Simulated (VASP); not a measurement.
A run of VASP 6.6.1 is set up as follows.

File INCAR:

```
PREC = Accurate
ENCUT = 520
EDIFF = 1E-6
ISMEAR = 0
SIGMA = 0.15
LREAL = F
LASPH = T
NELM = 60
ALGO = Normal
ISIF = 2
LWAVE = F
LCHARG = F
GGA = PS
NBANDS = 15
```

File KPOINTS:

```
Automatic mesh
0
Gamma
  18 18 16
```

Contents of POSCAR:

```
TaN
1.0
    2.9379988584      0.0000000000      0.0000000000
   -1.4689994292      2.5889083265      0.0000000000
    0.0000000000      0.0000000000      2.8830000000
Ta N
1 1
Direct
    0.3333333333      0.6666666667      0.5000000000
    0.0000000000      0.0000000000      0.0000000000
```

Potentials or basis: VASP PAW PBE potentials, release 64 (Ta_pv, N).

Launch:

```console
$ cat potpaw_PBE.64/Ta_pv/POTCAR potpaw_PBE.64/N/POTCAR > POTCAR
$ mpirun -np 1 vasp_std > vasp.out
```

Problem. What does it give for the largest force?

Solution. 0.019 eV/Å.

Problem. Predict the band gap on the k mesh.

Solution. Zero (bands 8 and 9 overlap by 0.16 eV).

Forces on the atoms (eV/Å):
```
Ta   0.000 -0.019  0.000
N    0.000  0.019  0.000
```

Caveat: the cell differs from its parent crystal (strain +0.0175 x Voigt [0, 1, 0, 0, 0, 0]); the PAW data sets were made with another functional, which shifts forces and pressure a little; spin-orbit coupling is left out, which moves the levels of the heavy elements.
